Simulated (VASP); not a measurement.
F:

```
F
1.0
     0.00000    1.86626    1.86626
     1.86626    0.00000    1.86626
     1.86626    1.86626    0.00000
F
1
Direct
  0.00000 0.00000 0.00000
```

```yaml
Program: VASP 6.6.1
Task: relaxation of cell and atoms
Functional: PBEsol
Potentials_or_basis: VASP PAW PBE potentials, release 64 (F)
Cutoff: 600 eV
k_mesh: 19 × 19 × 19
Occupations: fermi-dirac, width 0.08 eV
Spin: no spin polarisation
```

At the start: pressure -9.0 GPa; volume 13.00 Å³/atom.

Problem. Where does the relaxation end?

Solution. Over 6 steps the energy falls by 167.1 meV/atom and the volume is 9.14 Å³/atom (-29.7 %); space group Fm-3m (No. 225, to 0.05 Å).

The path:
```tsv
step	energy change (eV)	largest force (eV/Å)	pressure (GPa)	volume (Å³)
1	0.0000	0.0000	-8.97	13.00
2	-0.0742	0.0000	-8.79	11.68
3	-0.1421	0.0000	10.02	8.25
4	-0.1607	0.0000	-3.58	9.68
5	-0.1669	0.0000	-0.78	9.25
6	-0.1671	0.0000	0.03	9.14
```

Final structure:
```
F
1.0
     0.00000    1.65964    1.65964
     1.65964    0.00000    1.65964
     1.65964    1.65964    0.00000
F
1
Direct
  0.00000 0.00000 0.00000
```

Caveat: the volume moved by over 15 % at a fixed basis, so the end points are rough; the PAW data sets were made with another functional, which shifts forces and pressure a little; an odd number of electrons without spin polarisation forces a metal; a magnetic or distorted state may lie lower.
